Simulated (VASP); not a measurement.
Runs of VASP 6.6.1 on GaP. The structure is that of space group F-43m (No. 216), or close to it. The cells are those of the table. 

```csv
task,cell,gap on the mesh (eV),pressure (GPa)
electric field gradients,"a = 3.893, b = 3.893, c = 3.931 Å, angles 59.7, 59.7, 60.7°, 2 atoms",1.35,-3.6
single point,"a = 3.835, b = 3.835, c = 3.816 Å, angles 60.2, 60.2, 59.7°, 2 atoms",1.39,(a)
single point,"a = 3.873, b = 3.873, c = 3.893 Å, angles 59.8, 59.8, 60.3°, 2 atoms",1.41,-2.2
single point,"a = 3.816, b = 3.816, c = 3.777 Å, angles 60.3, 60.3, 59.3°, 2 atoms",1.30,3.0
electric field gradients,"a = 3.873, b = 3.873, c = 3.893 Å, angles 59.8, 59.8, 60.3°, 2 atoms",1.41,-2.2
electric field gradients,"a = 3.816, b = 3.816, c = 3.777 Å, angles 60.3, 60.3, 59.3°, 2 atoms",1.30,3.0
single point,"a = 3.893, b = 3.893, c = 3.931 Å, angles 59.7, 59.7, 60.7°, 2 atoms",1.35,-3.6
```

Alike in all rows: level PBEsol; potentials or basis VASP PAW PBE potentials, release 64 (Ga_d, P); no spin polarisation; k mesh 12 × 12 × 12; cutoff (eV) 520; smearing fermi-dirac 0.08 eV.

**Question.** Fill in the values left out.

**Answer.** (a) 1.1.

Caveats: the PAW data sets were made with another functional, which shifts forces and pressure a little; the cell stands under tension (at least some runs); the cell stands under pressure (at least some runs).

A k mesh can miss the band edges, and the runs leave out spin-orbit coupling on Ga.
